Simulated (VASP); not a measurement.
A run of VASP 6.6.1:

File INCAR:

```
ALGO = Normal
EDIFF = 1E-6
ENCUT = 520
GGA = PE
ISIF = 2
ISMEAR = 0
LASPH = T
LCHARG = F
LREAL = F
LWAVE = F
NBANDS = 22
NELM = 60
PREC = Accurate
SIGMA = 0.1
```

KPOINTS

```
k-points
0
Gamma
  6 6 4
```

File POSCAR:

```
TiAl5
1.0
    5.2386391611      0.0000000000      0.0000000000
   -2.6193195805      4.5367945947      0.0000000000
    0.0000000000      0.0000000000      4.3945139555
Ti Al
1 5
Direct
    0.0000000000      0.0000000000      0.0000000000
    0.5000000000      0.0000000000      0.5000000000
    0.5000000000      0.5000000000      0.5000000000
    0.0000000000      0.5000000000      0.5000000000
    0.3333333333      0.6666666667      0.0000000000
    0.6666666667      0.3333333333      0.0000000000
```

Potentials or basis: VASP PAW PBE potentials, release 64 (Ti_sv, Al).

The run is started by

```console
$ cat potpaw_PBE.64/Ti_sv/POTCAR potpaw_PBE.64/Al/POTCAR > POTCAR
$ mpirun -np 1 vasp_std > vasp.out
```

Hardware: 1 thread of Intel(R) Xeon(R) 6975P-C (Granite Rapids), on a shared host.

**Question.** Estimate the wall time of this run.

**Answer.** Run time: 26 s on 1 thread of Intel(R) Xeon(R) 6975P-C (Granite Rapids), with other jobs on the host, peak memory 0.24 GiB. Counts: scf iterations 17, k points 21.
